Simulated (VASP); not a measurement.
# MgO (Periclase) (Fm-3m) in VASP: further runs, part 2 of 3

VASP 6.6.1. Earlier steps stand in the parts before.

### 3 Single point, PBE-based screened hybrid

File POSCAR:

```
MgO
1.0
    0.0000000000      2.1021680256      2.1021680256
    2.1021680256      0.0000000000      2.1021680256
    2.1021680256      2.1021680256      0.0000000000
Mg O
1 1
Direct
    0.0000000000      0.0000000000      0.0000000000
    0.5000000000      0.5000000000      0.5000000000
```

File INCAR.step1:

```
SYSTEM = MgO
PREC     = Accurate       ! precision mode
ENCUT    = 520            ! plane-wave cutoff, eV
EDIFF    = 1E-5           ! SCF threshold, eV
ISMEAR   = 0              ! smearing method
SIGMA    = 0.01           ! smearing width, eV
LREAL    = .FALSE.        ! projectors in reciprocal space
LASPH    = .TRUE.         ! aspherical terms in the spheres
NELM     = 80             ! most SCF steps
ALGO     = Normal         ! electronic algorithm
ISIF     = 2              ! what is computed and relaxed
LWAVE    = .TRUE.         ! write WAVECAR
LCHARG   = .FALSE.        ! write CHGCAR
GGA      = PE             ! functional
NBANDS   = 11             ! bands
```

File INCAR.step2:

```
SYSTEM = MgO
PREC     = Accurate       ! precision mode
ENCUT    = 520            ! plane-wave cutoff, eV
EDIFF    = 1E-7           ! SCF threshold, eV
ISMEAR   = 0              ! smearing method
SIGMA    = 0.01           ! smearing width, eV
LREAL    = .FALSE.        ! projectors in reciprocal space
LASPH    = .TRUE.         ! aspherical terms in the spheres
NELM     = 80             ! most SCF steps
ALGO     = Normal         ! electronic algorithm
ISIF     = 2              ! what is computed and relaxed
LWAVE    = .FALSE.        ! write WAVECAR
LCHARG   = .FALSE.        ! write CHGCAR
GGA      = PE             ! functional
LHFCALC  = .TRUE.         ! exact exchange
AEXX     = 1.0            ! exact-exchange fraction
HFSCREEN = 0.1            ! screening, 1/A
PRECFOCK = Normal       
ISTART   = 1            
NBANDS   = 11             ! bands
ALDAC    = 1.0          
AGGAC    = 1.0
```

File KPOINTS:

```
Automatic mesh
0
G
  6 6 6
  0 0 0
```

Potentials or basis: VASP PAW PBE potentials, release 64 (Mg, O).

On the command line:

```console
> cat potpaw_PBE.64/Mg/POTCAR potpaw_PBE.64/O/POTCAR > POTCAR
> cp INCAR.step1 INCAR
> mpirun -np 1 vasp_std > vasp.out
> cp INCAR.step2 INCAR
> mpirun -np 1 vasp_std > vasp.out
```

OUTCAR:

```text
SYSTEM = MgO
   PREC = Accurate
   ENCUT = 520
   EDIFF = 1E-7
   ISMEAR = 0
   LREAL = .FALSE.
   LASPH = .TRUE.
   NELM = 80
   ISIF = 2
   GGA = PE
   LHFCALC = .TRUE.
   AEXX = 1.0
   HFSCREEN = 0.1
   PRECFOCK = Normal
   ISTART = 1

 ion  position               nearest neighbor table
   1  0.000  0.000  0.000-   2 2.10   2 2.10   2 2.10   2 2.10   2 2.10   2 2.10
   2  0.500  0.500  0.500-   1 2.10   1 2.10   1 2.10   1 2.10   1 2.10   1 2.10

  LATTYP: Found a face centered cubic cell.
 ALAT       =     4.2043360512

  Lattice vectors:

 A1 = (   0.0000000000,   2.1021680256,   2.1021680256)
 A2 = (   2.1021680256,   0.0000000000,   2.1021680256)
 A3 = (   2.1021680256,   2.1021680256,   0.0000000000)

Analysis of symmetry for initial positions (statically):
=====================================================================
 Subroutine PRICEL returns:
 Original cell was already a primitive cell.

 Routine SETGRP: Setting up the symmetry group for a
 face centered cubic supercell.

 Subroutine GETGRP returns: Found 48 space group operations
 (whereof 48 operations were pure point group operations)
[... 174 lines left out ...]
      2      -2.8760      2.00000
      3      -2.8760      2.00000
      4      -2.8760      2.00000
      5      10.6898      0.00000
      6      22.5989      0.00000
      7      22.5989      0.00000
      8      22.5989      0.00000
      9      26.3839      0.00000
     10      29.0242      0.00000
     11      29.0242      0.00000
[... 197 lines left out ...]
 k-point    16 :      -0.3333    0.5000    0.1667
  band No.  band energies     occupation
      1     -24.4272      2.00000
      2      -7.3970      2.00000
      3      -5.7332      2.00000
      4      -5.0083      2.00000
      5      16.9057      0.00000
      6      18.2565      0.00000
      7      19.8954      0.00000
      8      24.1479      0.00000
      9      28.4264      0.00000
     10      32.5404      0.00000
     11      34.7282      0.00000

------------------------ aborting loop because EDIFF is reached ----------------------------------------

  FORCE on cell =-STRESS in cart. coord.  units (eV):
  Direction    XX          YY          ZZ          XY          YZ          ZX
  --------------------------------------------------------------------------------------
  -------------------------------------------------------------------------------------
  Total       -1.8933356     -1.8933356     -1.8933356      0.0000000      0.0000000     -0.0000000
  in kB     -163.2698201   -163.2698201   -163.2698201      0.0000000      0.0000000     -0.0000000
  external PRESSURE =    -163.2698201 kB  Pullay stress =       0.0000000 kB

 VOLUME and BASIS-vectors are now :
 -----------------------------------------------------------------------------
  energy-cutoff  :      520.00
  volume of cell :       18.58
      direct lattice vectors                 reciprocal lattice vectors
     0.000000000  2.102168026  2.102168026    -0.237849684  0.237849684  0.237849684
     2.102168026  0.000000000  2.102168026     0.237849684 -0.237849684  0.237849684
     2.102168026  2.102168026  0.000000000     0.237849684  0.237849684 -0.237849684

 POSITION                                       TOTAL-FORCE (eV/Angst)
 -----------------------------------------------------------------------------------
      0.00000      0.00000      0.00000         0.000000      0.000000      0.000000
      2.10217      2.10217      2.10217        -0.000000     -0.000000     -0.000000
 -----------------------------------------------------------------------------------
    total drift:                               -0.000001     -0.000001     -0.000001

  FREE ENERGIE OF THE ION-ELECTRON SYSTEM (eV)
  ---------------------------------------------------
  free  energy   TOTEN  =       -22.6723596766 eV

  energy  without entropy=      -22.6723596766  energy(sigma->0) =      -22.67235968
```

OUTCAR.step1:

```text
SYSTEM = MgO
   PREC = Accurate
   ENCUT = 520
   EDIFF = 1E-5
   ISMEAR = 0
   LREAL = .FALSE.
   LASPH = .TRUE.
[... 435 lines left out ...]
      0.00000      0.00000      0.00000         0.000000     -0.000000      0.000000
      2.10217      2.10217      2.10217        -0.000000      0.000000      0.000000
 -----------------------------------------------------------------------------------
    total drift:                               -0.000000     -0.000000      0.000000

  FREE ENERGIE OF THE ION-ELECTRON SYSTEM (eV)
  ---------------------------------------------------
  free  energy   TOTEN  =       -11.9022113179 eV

  energy  without entropy=      -11.9022113179  energy(sigma->0) =      -11.90221132
```

OSZICAR.step1:

```text
N       E                     dE             d eps       ncg     rms          rms(c)
DAV:   1     0.130378946818E+02    0.13038E+02   -0.46173E+03   416   0.652E+02
DAV:   2    -0.128909562549E+02   -0.25929E+02   -0.24671E+02   397   0.130E+02
DAV:   3    -0.134622978664E+02   -0.57134E+00   -0.57108E+00   427   0.169E+01
DAV:   4    -0.134639655483E+02   -0.16677E-02   -0.16676E-02   388   0.999E-01
DAV:   5    -0.134639707835E+02   -0.52352E-05   -0.52351E-05   415   0.555E-02    0.722E+00
DAV:   6    -0.119188738611E+02    0.15451E+01   -0.87016E+00   364   0.163E+01    0.221E+00
DAV:   7    -0.119077340262E+02    0.11140E-01   -0.54154E-02   382   0.210E+00    0.134E+00
DAV:   8    -0.119025746826E+02    0.51593E-02   -0.27212E-02   385   0.186E+00    0.235E-01
DAV:   9    -0.119022138383E+02    0.36084E-03   -0.55568E-04   397   0.165E-01    0.131E-01
DAV:  10    -0.119022093794E+02    0.44589E-05   -0.47321E-04   391   0.161E-01    0.882E-03
DAV:  11    -0.119022113179E+02   -0.19386E-05   -0.23962E-06   203   0.132E-02
   1 F= -.11902211E+02 E0= -.11902211E+02  d E =-.850046E-23
```

Wall time 7 min (1 thread of Intel Xeon Platinum 8488C (Sapphire Rapids), shared host); peak memory 0.25 GiB.

Results:

- Free energy: -22.6724 eV
- Pressure: -16.3 GPa
- Band gap on the k mesh: 13.57 eV, direct

Caveat: the k points lie up to 0.43 Å⁻¹ apart; the PAW data sets were made with another functional, which shifts forces and pressure a little.

### 4 Single point, LDA

File INCAR:

```
SYSTEM = MgO
PREC     = Accurate       ! precision mode
ENCUT    = 600            ! plane-wave cutoff, eV
EDIFF    = 1E-6           ! SCF threshold, eV
ISMEAR   = 0              ! smearing method
SIGMA    = 0.01           ! smearing width, eV
LREAL    = .False.        ! projectors in reciprocal space
LASPH    = .True.         ! aspherical terms in the spheres
NELM     = 120            ! most SCF steps
ALGO     = Normal         ! electronic algorithm
ISIF     = 2              ! what is computed and relaxed
LWAVE    = .False.        ! write WAVECAR
LCHARG   = .False.        ! write CHGCAR
GGA      = CA             ! functional
NBANDS   = 11             ! bands
GGA_COMPAT= .False.
```

File KPOINTS:

```
regular mesh
0
Gamma
  4 4 4
  0 0 0
```

POSCAR is that of step 3.

Potentials or basis: VASP PAW LDA potentials, release 64 (Mg, O).

On the command line:

```console
> cat potpaw_LDA.64/Mg/POTCAR potpaw_LDA.64/O/POTCAR > POTCAR
> mpirun -np 1 vasp_std > vasp.out
```

Run time: 1.2 s. Hardware: 1 thread of Intel Xeon 6975P-C (Granite Rapids), shared host; peak memory 0.12 GiB.

Results (log left out):

```yaml
Free_energy: -13.4191 eV
Pressure: -7.1 GPa
Band_gap_on_the_k_mesh: 4.70 eV, direct
```

Levels at points of the mesh, in eV from the valence-band top:
| k point | band 2 | band 3 | band 4 | band 5 | band 6 | band 7 |
| --- | --- | --- | --- | --- | --- | --- |
| (0.00, 0.00, 0.00) | 0.00 | 0.00 | 0.00 | 4.70 | 15.54 | 15.54 |
| (0.50, 0.00, 0.00) | -4.73 | -0.67 | -0.67 | 7.76 | 12.46 | 16.04 |
| (0.50, 0.50, 0.00) | -4.18 | -1.38 | -1.38 | 8.88 | 9.75 | 12.94 |

Caveat: the k points lie up to 0.65 Å⁻¹ apart.

### 5 Single point, PBE

File INCAR:

```
PREC = Accurate ; ENCUT = 520
EDIFF = 1E-6 ; ISMEAR = 0
SIGMA = 0.01 ; LREAL = False
LASPH = True ; NELM = 60
ALGO = Normal ; ISIF = 2
LWAVE = False ; LCHARG = False
GGA = PE ; NBANDS = 11
```

File KPOINTS:

```
regular mesh
0
Gamma
  3 3 3
```

POSCAR is that of step 4.

Potentials or basis: VASP PAW PBE potentials, release 64 (Mg, O).

On the command line:

```console
> cat potpaw_PBE.64/Mg/POTCAR potpaw_PBE.64/O/POTCAR > POTCAR
> mpirun -np 1 vasp_std > vasp.out
```

It took 2.9 s on 1 thread of Intel Xeon 6975P-C (Granite Rapids), shared host; peak memory 0.13 GiB.

It converged, with:

- Free energy: -11.8105 eV
- Pressure: 5.4 GPa
- Band gap on the k mesh: 4.74 eV, direct

Levels at points of the mesh, in eV from the valence-band top:
```tsv
k point	band 2	band 3	band 4	band 5	band 6	band 7
(0.00, 0.00, 0.00)	0.00	0.00	0.00	4.74	15.76	15.76
```

Caveat: the k points lie up to 0.86 Å⁻¹ apart. A hybrid or GW would open this gap; PBE tends to underestimate it.

(Continued in part 3 of 3.)
